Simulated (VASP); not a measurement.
Wanted: the native input for a VASP 6.6.1 run.

| Property | Result |
| --- | --- |
| Task | single point |
| Functional | PBE |
| Dispersion | D3(BJ) |
| Potentials or basis | VASP PAW PBE potentials, release 64 (Mn_pv) |
| Cutoff | 520 eV |
| k mesh | 21 × 21 × 10 |
| Occupations | gaussian, width 0.1 eV |
| Spin | no spin polarisation |
| Dipole correction | no |
| Further INCAR settings | ALGO = Normal; EDIFF = 1e-06; NBANDS = 20 |

The structure of Mn lies in POSCAR:

```
Mn
1.0
    2.4643278101      0.0000000000      0.0000000000
   -1.2321639050      2.1341704869      0.0000000000
    0.0000000000      0.0000000000      3.9875879864
Mn
2
Direct
    0.6666666667      0.3333333333      0.7500000000
    0.3333333333      0.6666666667      0.2500000000
```

One way to write it, as run:

INCAR

```
SYSTEM = Mn
ALGO = Normal ; EDIFF = 1E-6
ENCUT = 520 ; GGA = PE
ISIF = 2 ; ISMEAR = 0
IVDW = 12 ; LASPH = .TRUE.
LCHARG = .TRUE. ; LELF = .TRUE.
LREAL = .FALSE. ; LVHAR = .TRUE.
LWAVE = .FALSE. ; NBANDS = 20
NELM = 80 ; PREC = Accurate
SIGMA = 0.1
```

KPOINTS

```
k-points
0
G
  21 21 10
  0 0 0
```

Potentials or basis: VASP PAW PBE potentials, release 64 (Mn_pv).

Command:

```bash
$ cat potpaw_PBE.64/Mn_pv/POTCAR > POTCAR
$ mpirun -np 1 vasp_std > vasp.out
```

It gave:

```
Pressure                   : -0.1 GPa
Band gap on the k mesh     : zero (band 13 reaches 11.89 eV, above the bottom of band 14 at 9.65 eV)
Dispersion energy per atom : -0.389 eV
```

Caveat: the run has no spin polarisation, though such a crystal can be magnetic; pairwise dispersion overbinds metals, which lowers pressure and volume.

Run time: 73 s on 1 thread of Intel Xeon 6975P-C, with other jobs on the host, peak memory 0.21 GiB.
